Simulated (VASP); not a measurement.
# CdS (F-43m) in VASP: further runs, part 2 of 3

VASP 6.6.1. Earlier steps stand in the parts before.

## Step 4: Single point, PBE

This run uses another cell than the first one, of 25.39 Å³/atom, 1.028 times its volume.

INCAR reads:

```
ALGO     = Normal         # electronic algorithm
EDIFF    = 1E-6           # SCF threshold, eV
ENCUT    = 520            # plane-wave cutoff, eV
GGA      = PE             # functional
ISIF     = 2              # what is computed and relaxed
ISMEAR   = -1             # smearing method
LASPH    = True           # aspherical terms in the spheres
LCHARG   = False          # write CHGCAR
LREAL    = False          # projectors in reciprocal space
LWAVE    = False          # write WAVECAR
NBANDS   = 16             # bands
NELM     = 60             # most SCF steps
PREC     = Accurate       # precision mode
SIGMA    = 0.02           # smearing width, eV
```

KPOINTS reads:

```
k-points
0
Gamma
  8 8 8
```

POSCAR reads:

```
CdS
1.0
    0.0000000000      2.9392087863      2.9392087863
    2.9392087863      0.0000000000      2.9392087863
    2.9392087863      2.9392087863      0.0000000000
Cd S
1 1
Direct
    0.0000000000      0.0000000000      0.0000000000
    0.2500000000      0.2500000000      0.2500000000
```

Potentials or basis: VASP PAW PBE potentials, release 64 (Cd, S).

Launch:

```sh
$ cat potpaw_PBE.64/Cd/POTCAR potpaw_PBE.64/S/POTCAR > POTCAR
$ mpirun -np 1 vasp_std > vasp.out
```

OUTCAR:

```text
EDIFF = 1E-6
   ENCUT = 520
   GGA = PE
   ISIF = 2
   ISMEAR = -1
   LASPH = True
   LREAL = False
   NELM = 60
   PREC = Accurate

 ion  position               nearest neighbor table
   1  0.000  0.000  0.000-   2 2.55   2 2.55   2 2.55   2 2.55
   2  0.250  0.250  0.250-   1 2.55   1 2.55   1 2.55   1 2.55

  LATTYP: Found a face centered cubic cell.
 ALAT       =     5.8784175726

  Lattice vectors:

 A1 = (   0.0000000000,   2.9392087863,   2.9392087863)
 A2 = (   2.9392087863,   0.0000000000,   2.9392087863)
 A3 = (   2.9392087863,   2.9392087863,   0.0000000000)

Analysis of symmetry for initial positions (statically):
=====================================================================
 Subroutine PRICEL returns:
 Original cell was already a primitive cell.

 Routine SETGRP: Setting up the symmetry group for a
 face centered cubic supercell.

 Subroutine GETGRP returns: Found 24 space group operations
 (whereof 24 operations were pure point group operations)
 out of a pool of 48 trial point group operations.

The static configuration has the point symmetry T_d .

Analysis of symmetry for dynamics (positions and initial velocities):
=====================================================================
 Subroutine PRICEL returns:
 Original cell was already a primitive cell.

 Routine SETGRP: Setting up the symmetry group for a
 face centered cubic supercell.

 Subroutine GETGRP returns: Found 24 space group operations
 (whereof 24 operations were pure point group operations)
 out of a pool of 48 trial point group operations.

The dynamic configuration has the point symmetry T_d .

 Subroutine INISYM returns: Found 24 space group operations
 (whereof 24 operations are pure point group operations),
 and found     1 'primitive' translations

[... 102 lines left out ...]
   POTIM  = 0.5000    time-step for ionic-motion
   TEBEG  =    0.0;   TEEND  =   0.0 temperature during run
   PSTRESS=    0.0 pullay stress
   NELECT =      18.0000    total number of electrons
   NUPDOWN=      -1.0000    fix difference up-down
   EMIN   =  10.00;   EMAX   =-10.00  energy-range for DOS
   EFERMI =   0.00;   METHOD = LEGACY
   ISMEAR =    -1;   SIGMA  =   0.02  broadening in eV -4-tet -1-fermi 0-gaus
   EFERMI_NEDOS =   21; number of points for ismear=-14 and -15
   IALGO  =     38    algorithm
   IMIX   =      4    mixing-type and parameters
     AMIX     =   0.40;   BMIX     =  1.00
     AMIX_MAG =   1.60;   BMIX_MAG =  1.00
  volume/ion in A,a.u.               =      25.39       171.35
  Fermi-wavevector in a.u.,A,eV,Ry     =   1.158578  2.189395 18.263137  1.342303
  Thomas-Fermi vector in A             =   2.295179
   LORBIT       =      0    0 simple, 1 ext, 2 COOP (PROOUT), +10 PAW based schemes
   GGA     = PE    functional components
   LHFCALC =     F    Hartree Fock is set to
   AEXX    =    0.0000 exact exchange contribution
   IVDW    =     0    specifies the selected vdW correction
   LEPSILON=     F    determine dielectric tensor
   LRPA    =     F    only Hartree local field effects (RPA)
 non-spin polarized calculation
  energy-cutoff  :      520.00
  volume of cell :       50.78
 maximum number of plane-waves:      1384
   NGX = 15   NGY = 15   NGZ = 15

 number of electron      18.0000005 magnetization

 Free energy of the ion-electron system (eV)
  ---------------------------------------------------
  ext. energy  EPLUGINS =         0.00000000
  ---------------------------------------------------
  free energy    TOTEN  =        -6.13926054 eV

  energy without entropy =       -6.13926054  energy(sigma->0) =       -6.13926054

 E-fermi :   1.5257     XC(G=0):  -9.0411

 val. band max:        1.1176153338   @ k =   0.0000   0.0000   0.0000
 cond. band min:       2.2159462989   @ k =   0.0000   0.0000   0.0000
 fundamental gap:      1.0983309651
 Fermi energy:         1.5256649652

 k-point     1 :       0.0000    0.0000    0.0000
  band No.  band energies     occupation
      1     -11.1119      2.00000
      2      -6.5290      2.00000
      3      -6.5290      2.00000
      4      -6.5290      2.00000
      5      -6.0803      2.00000
      6      -6.0803      2.00000
[... 433 lines left out ...]
      3      -6.3390      2.00000
      4      -6.1034      2.00000
      5      -6.0550      2.00000
      6      -5.6133      2.00000
[... 8 lines left out ...]
     15      13.3569      0.00000
     16      14.2119      0.00000

 [... further k-points ...]
[... 5 lines left out ...]
  --------------------------------------------------------------------------------------
  -------------------------------------------------------------------------------------
  Total        0.5413929      0.5413929      0.5413929     -0.0000000      0.0000000      0.0000000
  in kB       17.0805505     17.0805505     17.0805505     -0.0000000      0.0000000      0.0000000
  external PRESSURE =      17.0805505 kB  Pullay stress =       0.0000000 kB

 VOLUME and BASIS-vectors are now :
 -----------------------------------------------------------------------------
  energy-cutoff  :      520.00
  volume of cell :       50.78
      direct lattice vectors                 reciprocal lattice vectors
     0.000000000  2.939208786  2.939208786    -0.170113808  0.170113808  0.170113808
     2.939208786  0.000000000  2.939208786     0.170113808 -0.170113808  0.170113808
     2.939208786  2.939208786  0.000000000     0.170113808  0.170113808 -0.170113808

 POSITION                                       TOTAL-FORCE (eV/Angst)
 -----------------------------------------------------------------------------------
      0.00000      0.00000      0.00000         0.000000      0.000000      0.000000
      1.46960      1.46960      1.46960        -0.000000     -0.000000     -0.000000
 -----------------------------------------------------------------------------------
    total drift:                               -0.000000     -0.000000     -0.000000

  FREE ENERGIE OF THE ION-ELECTRON SYSTEM (eV)
  ---------------------------------------------------
  free  energy   TOTEN  =        -6.1392605405 eV

  energy  without entropy=       -6.1392605405  energy(sigma->0) =       -6.13926054
```

OSZICAR:

```text
N       E                     dE             d eps       ncg     rms          rms(c)
DAV:   1     0.110416775030E+03    0.11042E+03   -0.88930E+03   944   0.102E+03
DAV:   2    -0.238956841637E+01   -0.11281E+03   -0.10602E+03  1128   0.255E+02
DAV:   3    -0.666123412748E+01   -0.42717E+01   -0.42649E+01  1184   0.517E+01
DAV:   4    -0.668684612219E+01   -0.25612E-01   -0.25610E-01  1192   0.392E+00
DAV:   5    -0.668720297038E+01   -0.35685E-03   -0.35685E-03  1128   0.436E-01    0.772E+00
DAV:   6    -0.615737786749E+01    0.52983E+00   -0.84913E-01  1408   0.114E+01    0.626E+00
DAV:   7    -0.613885386059E+01    0.18524E-01   -0.19168E-01  1128   0.299E+00    0.308E+00
DAV:   8    -0.613911787758E+01   -0.26402E-03   -0.17277E-02  1104   0.165E+00    0.291E-01
DAV:   9    -0.613905070399E+01    0.67174E-04   -0.20240E-03  1136   0.652E-01    0.592E-02
DAV:  10    -0.613918203385E+01   -0.13133E-03   -0.24452E-04  1120   0.155E-01    0.693E-02
DAV:  11    -0.613926797780E+01   -0.85944E-04   -0.13891E-04  1072   0.919E-02    0.246E-02
DAV:  12    -0.613925957319E+01    0.84046E-05   -0.24833E-05  1288   0.635E-02    0.995E-03
DAV:  13    -0.613926080423E+01   -0.12310E-05   -0.38270E-06  1112   0.114E-02    0.894E-03
DAV:  14    -0.613926054048E+01    0.26376E-06   -0.25923E-07   920   0.318E-03
   1 F= -.61392605E+01 E0= -.61392605E+01  d E =-.705873E-11
```

stdout:

```text
POSCAR found type information on POSCAR CdS
 POSCAR found :  2 types and       2 ions
 scaLAPACK will be used
 LDA part: xc-table for (Slater+PW92), standard interpolation
 POSCAR, INCAR and KPOINTS ok, starting setup
 FFT: planning ... GRIDC
 FFT: planning ... GRID_SOFT
 FFT: planning ... GRID
 WAVECAR not read
 entering main loop
```

Run time: 32 s. Hardware: 1 thread of AMD EPYC 7R13, shared host; peak memory 0.15 GiB.

Results:

```yaml
Free_energy: -6.1393 eV
Pressure: 1.7 GPa
Band_gap_on_the_k_mesh: 1.10 eV, direct
```

[end of part 2 of 3]
